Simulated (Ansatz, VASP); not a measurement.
One calculation of Te, two programs

```xyz
3
Lattice="5.9936 0.0000 0.0000 -2.9968 5.1906 0.0000 0.0000 0.0000 3.2078" Properties=species:S:1:pos:R:3 pbc="T T T"
Te    2.9968    5.1906    0.0000
Te    0.0000    3.4604    1.6039
Te    2.9968    1.7302    1.6039
```

Alike in both runs: task single point; functional r2SCAN; k mesh 7 × 7 × 12; occupations fermi-dirac, width 0.1 eV; no spin polarisation.

|  | VASP | Ansatz |
| --- | --- | --- |
| version | VASP 6.6.1 | Ansatz 0.2.0 |
| potentials or method | VASP PAW PBE potentials, release 64 (Te), cutoff 520 eV | plane waves (500 eV) with PAW, scalar-relativistic |
| valence electrons in the cell | 18 | 48 |

VASP gave:

```
pressure (GPa)                                                : -4.8
traceless stress, the component that is largest in VASP (GPa) : -1.29
```

Q: Estimate Ansatz's values.

A: Pressure (GPa): -4.8; traceless stress, the component that is largest in VASP (GPa): -1.27.

VASP's potentials were made for PBE, not for r2SCAN. VASP's potentials hold 18 valence electrons a cell and Ansatz's 48, so a difference there can come from the potentials and not from the codes.

Spin-orbit coupling is off throughout.
